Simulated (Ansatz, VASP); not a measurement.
# GaAs in VASP and in Ansatz

File INCAR:

```
PREC = Accurate
ENCUT = 900
EDIFF = 1E-6
ISMEAR = -1
SIGMA = 0.05
LREAL = False
LASPH = True
NELM = 60
ALGO = Fast
ISIF = 3
LWAVE = False
LCHARG = False
GGA = PE
IBRION = 2
NSW = 60
EDIFFG = -0.01
```

Contents of KPOINTS:

```
Automatic mesh
0
Gamma
  8 8 8
```

The input POSCAR:

```
GaAs
1.0
    0.0000000000      2.8268500000      2.8268500000
    2.8268500000      0.0000000000      2.8268500000
    2.8268500000      2.8268500000      0.0000000000
As Ga
1 1
Direct
    0.7500000000      0.7500000000      0.7500000000
    0.0000000000      0.0000000000      0.0000000000
```

input.yaml

```yaml
crystal:
  lattice:
    - [0.0, 2.82685, 2.82685]
    - [2.82685, 0.0, 2.82685]
    - [2.82685, 2.82685, 0.0]
  atoms:
    - { symbol: As, position: [0.75, 0.75, 0.75] }
    - { symbol: Ga, position: [0.0, 0.0, 0.0] }
hamiltonian:
  xc: pbe
  pseudopotentials: { kind: paw }
kpoints:
  mp_grid: { grid: [8, 8, 8] }
scf:
  occupations: { method: fermi_dirac, width: 0.05 }
output:
  forces: true
  stress: true
  write_density: true
  write_potential: true
  elf: true
  volumetric_format: npy
relax:
  f_tol: 0.01
  max_steps: 40
  cell: { stress_tol: 0.05 }
```

Alike in both runs: task relaxation of cell and atoms; functional PBE; k mesh 8 × 8 × 8; occupations fermi-dirac, width 0.05 eV; no spin polarisation.

```csv
,VASP,Ansatz
version,VASP 6.6.1,Ansatz 0.2.0
potentials or method,"VASP PAW PBE potentials, release 64 (As_GW, Ga_d_GW)",Ansatz PAW
plane-wave cutoff (eV),900,420
valence electrons in the cell,18,28
```

Ansatz gave:

| Item | Value |
| --- | --- |
| gap on the k mesh at the Fermi level, each at its own relaxed structure (eV) | 0.16 |
| relaxed volume (Å³/atom) | 23.71 |
| relaxed cell length with the largest relative difference (Å) | 4.063 |

Q: Estimate VASP's values.

A: gap on the k mesh at the Fermi level, each at its own relaxed structure (eV): 0.14; relaxed volume (Å³/atom): 23.75; relaxed cell length with the largest relative difference (Å): 4.065.

VASP's potentials hold 18 valence electrons a cell and Ansatz's 28, so a difference there can come from the potentials and not from the codes.

Noted on Ansatz's run: the plane-wave basis is chosen anew once the cell has moved, so the energies of steps on either side of that aren't comparable.
